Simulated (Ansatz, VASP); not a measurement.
## One calculation of In, two programs

```
In
1.0
     3.39019    0.00000    0.00000
     0.00000    4.78450    0.00000
     0.00000    0.00000   26.86568
In
8
Cartesian
  1.6951 2.3923 7.5000
  0.0000 0.0000 9.1951
  1.6951 2.3923 10.8902
  0.0000 0.0000 12.5853
  1.6951 2.3923 14.2804
  0.0000 0.0000 15.9755
  1.6951 2.3923 17.6706
  0.0000 0.0000 19.3657
```

Alike in both runs: task single point; functional PBE; k mesh 10 × 7 × 1; occupations gaussian, width 0.1 eV; no spin polarisation.

|  | VASP | Ansatz |
| --- | --- | --- |
| version | VASP 6.6.1 | Ansatz 0.2.0 |
| potentials or method | VASP PAW PBE potentials, release 64 (In_d), cutoff 520 eV | scalar-relativistic, plane waves, PAW |
| valence electrons in the cell | 104 | 104 |

|  | VASP | Ansatz | Ansatz less VASP |
| --- | --- | --- | --- |
| gap on the k mesh at the Fermi level (eV) | none | none | - |
| rms of the force components (eV/Å) | 0.037 | 0.037 | +0.0002 |

Atom by atom the forces differ by 0.001 eV/Å (rms over components). A gap of «none» marks a metal or a gap that the smearing closes. Ansatz's warnings: xc potential rough in thin density.
